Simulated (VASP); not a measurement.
A run of VASP 6.6.1 is set up as follows.

The input INCAR:

```
SYSTEM = Re
  ALGO = Normal
  EDIFF = 1E-7
  EDIFFG = -0.02
  ENCUT = 600
  GGA = PS
  IBRION = 2
  ISIF = 3
  ISMEAR = -1
  LASPH = .TRUE.
  LCHARG = .FALSE.
  LREAL = .FALSE.
  LWAVE = .FALSE.
  NELM = 100
  NSW = 80
  PREC = Accurate
  SIGMA = 0.1
```

File KPOINTS:

```
k-points
0
G
  13 13 13
  0 0 0
```

The input POSCAR:

```
Re
1.0
    0.0000000000      2.6750000000      2.6750000000
    2.6750000000      0.0000000000      2.6750000000
    2.6750000000      2.6750000000      0.0000000000
Re
2
Direct
    0.0000000000      0.0000000000      0.0000000000
    0.2500000000      0.2500000000      0.2500000000
```

Potentials or basis: VASP PAW PBE potentials, release 64 (Re).

Run with:

```console
$ cat potpaw_PBE.64/Re/POTCAR > POTCAR
$ mpirun -np 1 vasp_std > vasp.out
```

Predict the relaxed volume.

21.69 Å³/atom.

Predict the relaxed cell.

a = 3.944 Å, b = 3.944 Å, c = 3.944 Å, α = 60.00°, β = 60.00°, γ = 60.00°.

Predict the band gap on the k mesh.

zero (bands 7 and 8 overlap by 1.15 eV).

What does it give for the space group after relaxing (to 0.1 Å)?

Fd-3m (No. 227).

Final structure:
```yaml
crystal:
  lattice:
    - [0.00000, 2.78872, 2.78872]
    - [2.78872, 0.00000, 2.78872]
    - [2.78872, 2.78872, 0.00000]
  atoms:
    - { symbol: Re, position: [0.00000, 0.00000, 0.00000] }
    - { symbol: Re, position: [0.25000, 0.25000, 0.25000] }
```

Caveat: the PAW data sets were made with another functional, which shifts forces and pressure a little; spin-orbit coupling is left out, which moves the levels of the heavy elements.
